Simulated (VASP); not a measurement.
# MgO (I4/mmm) in VASP: further runs, part 2 of 2

VASP 6.6.1.

### Step 4. Single point, PBE

This run uses another cell than the first one, of 9.31 Å³/atom.

The input, INCAR:

```
SYSTEM = MgO
ALGO = Normal
EDIFF = 1E-6
ENCUT = 840
GGA = PE
GGA_COMPAT = .False.
ISIF = 2
ISMEAR = 0
LASPH = .True.
LCHARG = .False.
LREAL = .False.
LWAVE = .False.
NBANDS = 15
NELM = 120
PREC = Accurate
SIGMA = 0.02
```

The input, KPOINTS:

```
k-points
0
Gamma
  8 8 8
  0 0 0
```

The input, POSCAR:

```
MgO
1.0
    0.0000000000      2.1014716667      2.1085000000
    2.1014716667      0.0000000000      2.1085000000
    2.1014716667      2.1014716667      0.0000000000
Mg O
1 1
Direct
    0.0000000000      0.0000000000      0.0000000000
    0.5000000000      0.5000000000      0.5000000000
```

Potentials or basis: VASP PAW PBE potentials, release 64 (Mg_sv, O).

Started as:

```bash
> cat potpaw_PBE.64/Mg_sv/POTCAR potpaw_PBE.64/O/POTCAR > POTCAR
> mpirun -np 1 vasp_std > vasp.out
```

OUTCAR:

```text
SYSTEM = MgO
   EDIFF = 1E-6
   ENCUT = 840
   GGA = PE
   ISIF = 2
   ISMEAR = 0
   LASPH = .True.
   LREAL = .False.
   NELM = 120
   PREC = Accurate

 ion  position               nearest neighbor table
   1  0.000  0.000  0.000-   2 2.10   2 2.10   2 2.10   2 2.10   2 2.11   2 2.11
   2  0.500  0.500  0.500-   1 2.10   1 2.10   1 2.10   1 2.10   1 2.11   1 2.11

  LATTYP: Found a body centered tetragonal cell.
 ALAT       =     2.9719297320
 C/A-ratio  =     1.4189433736

  Lattice vectors:

 A1 = (  -2.1014716667,   0.0000000000,   2.1085000000)
 A2 = (   2.1014716667,   0.0000000000,   2.1085000000)
 A3 = (   0.0000000000,   2.1014716667,  -2.1085000000)

Analysis of symmetry for initial positions (statically):
=====================================================================
 Subroutine PRICEL returns:
 Original cell was already a primitive cell.

 Routine SETGRP: Setting up the symmetry group for a
 body centered tetragonal supercell.

 Subroutine GETGRP returns: Found 16 space group operations
 (whereof 16 operations were pure point group operations)
 out of a pool of 16 trial point group operations.

The static configuration has the point symmetry D_4h.

Analysis of symmetry for dynamics (positions and initial velocities):
=====================================================================
 Subroutine PRICEL returns:
 Original cell was already a primitive cell.

 Routine SETGRP: Setting up the symmetry group for a
 body centered tetragonal supercell.

 Subroutine GETGRP returns: Found 16 space group operations
 (whereof 16 operations were pure point group operations)
 out of a pool of 16 trial point group operations.

The dynamic configuration has the point symmetry D_4h.

 Subroutine INISYM returns: Found 16 space group operations
 (whereof 16 operations are pure point group operations),
 and found     1 'primitive' translations

----------------------------------------------------------------------------------------

                                     Primitive cell

  volume of cell :      18.6230

  direct lattice vectors                    reciprocal lattice vectors
[... 119 lines left out ...]
 Gauss-broadening in eV      SIGMA  =   0.02
  energy-cutoff  :      840.00
  volume of cell :       18.62
 maximum number of plane-waves:      1040
   NGX = 13   NGY = 13   NGZ = 13

 number of electron      15.9999994 magnetization

 Free energy of the ion-electron system (eV)
  ---------------------------------------------------
  ext. energy  EPLUGINS =         0.00000000
  ---------------------------------------------------
  free energy    TOTEN  =       -11.87258884 eV

  energy without entropy =      -11.87258884  energy(sigma->0) =      -11.87258884

 E-fermi :   3.2858     XC(G=0): -11.4070

 val. band max:        2.9429393514   @ k =   0.0000   0.0000   0.0000
 cond. band min:       7.7087364858   @ k =   0.0000   0.0000   0.0000
 fundamental gap:      4.7657971345
 Fermi energy:         3.2858015719

 k-point     1 :       0.0000    0.0000    0.0000
  band No.  band energies     occupation
      1     -69.3184      2.00000
      2     -36.0443      2.00000
      3     -36.0424      2.00000
      4     -36.0424      2.00000
      5     -14.3262      2.00000
      6       2.9359      2.00000
      7       2.9359      2.00000
      8       2.9429      2.00000
      9       7.7087      0.00000
     10      18.7388      0.00000
     11      18.7741      0.00000
     12      18.7741      0.00000
     13      22.6837      0.00000
     14      24.4136      0.00000
[... 401 lines left out ...]
      2     -36.1075      2.00000
      3     -36.0558      2.00000
      4     -36.0541      2.00000
      5     -13.2955      2.00000
      6      -0.6583      2.00000
      7       2.0835      2.00000
      8       2.2387      2.00000
      9      11.2702      0.00000
     10      14.8921      0.00000
     11      18.4115      0.00000
     12      19.8779      0.00000
     13      22.3221      0.00000
     14      25.4930      0.00000
     15      26.5049      0.00000

 [... further k-points ...]

------------------------ aborting loop because EDIFF is reached ----------------------------------------

  FORCE on cell =-STRESS in cart. coord.  units (eV):
  Direction    XX          YY          ZZ          XY          YZ          ZX
  --------------------------------------------------------------------------------------
  -------------------------------------------------------------------------------------
  Total        0.6472590      0.6472590      0.5622045      0.0000000      0.0000000     -0.0000000
  in kB       55.6849725     55.6849725     48.3675632      0.0000000      0.0000000     -0.0000000
  external PRESSURE =      53.2458361 kB  Pullay stress =       0.0000000 kB

 VOLUME and BASIS-vectors are now :
 -----------------------------------------------------------------------------
  energy-cutoff  :      840.00
  volume of cell :       18.62
      direct lattice vectors                 reciprocal lattice vectors
     0.000000000  2.101471667  2.108500000    -0.237928499  0.237928499  0.237135404
     2.101471667  0.000000000  2.108500000     0.237928499 -0.237928499  0.237135404
     2.101471667  2.101471667  0.000000000     0.237928499  0.237928499 -0.237135404

 POSITION                                       TOTAL-FORCE (eV/Angst)
 -----------------------------------------------------------------------------------
      0.00000      0.00000      0.00000        -0.000000      0.000000      0.000000
      2.10147      2.10147      2.10850         0.000000     -0.000000      0.000000
 -----------------------------------------------------------------------------------
    total drift:                                0.000000      0.000000      0.000000

  FREE ENERGIE OF THE ION-ELECTRON SYSTEM (eV)
  ---------------------------------------------------
  free  energy   TOTEN  =       -11.8725888350 eV

  energy  without entropy=      -11.8725888350  energy(sigma->0) =      -11.87258884
```

stdout:

```text
POSCAR found type information on POSCAR MgO
 POSCAR found :  2 types and       2 ions
 scaLAPACK will be used
 LDA part: xc-table for (Slater+PW92), standard interpolation
 POSCAR, INCAR and KPOINTS ok, starting setup
 FFT: planning ... GRIDC
 FFT: planning ... GRID_SOFT
 FFT: planning ... GRID
 WAVECAR not read
 entering main loop
```

It took 24 s on 1 thread of Intel Xeon Platinum 8259CL at 2.50GHz (Skylake/Cascade Lake), shared host; peak memory 0.17 GiB.

What came out:

| Item | Value |
| --- | --- |
| Free energy | -11.8726 eV |
| Pressure | 5.3 GPa |
| Band gap on the k mesh | 4.77 eV |

Levels at points of the mesh, in eV from the valence-band top:
| k point | band 6 | band 7 | band 8 | band 9 | band 10 | band 11 |
| --- | --- | --- | --- | --- | --- | --- |
| (0.00, 0.00, 0.00) | -0.01 | -0.01 | 0.00 | 4.77 | 15.80 | 15.83 |
| (0.50, 0.00, 0.00) | -4.63 | -0.67 | -0.66 | 7.92 | 12.65 | 16.32 |
| (0.50, 0.50, 0.00) | -4.08 | -1.34 | -1.34 | 9.15 | 10.04 | 13.10 |
| (0.50, 0.00, 0.50) | -4.07 | -1.36 | -1.34 | 9.11 | 10.03 | 13.15 |

Caveat: the cell stands under pressure. A hybrid or GW would open this gap; PBE tends to underestimate it.

### Step 5. Overview

| cell | gap on the mesh (eV) | pressure (GPa) |
| --- | --- | --- |
| a = 2.997, b = 2.997, c = 3.012 Å, angles 59.8, 59.8, 60.3°, 2 atoms | 4.51 | 1.0 |
| a = 2.987, b = 2.987, c = 2.992 Å, angles 59.9, 59.9, 60.1°, 2 atoms | 4.64 | 3.1 |
| a = 2.977, b = 2.977, c = 2.972 Å, angles 60.1, 60.1, 59.9°, 2 atoms | 4.77 | 5.3 |

Alike in all rows: task single point; level PBE; potentials or basis VASP PAW PBE potentials, release 64 (Mg_sv, O); no spin polarisation; k mesh 8 × 8 × 8; cutoff (eV) 840; smearing gaussian 0.02 eV.

Caveats: the cell stands under pressure (at least some runs).

Total energies depend on the potentials used, so only differences within one code and one set of settings carry meaning.
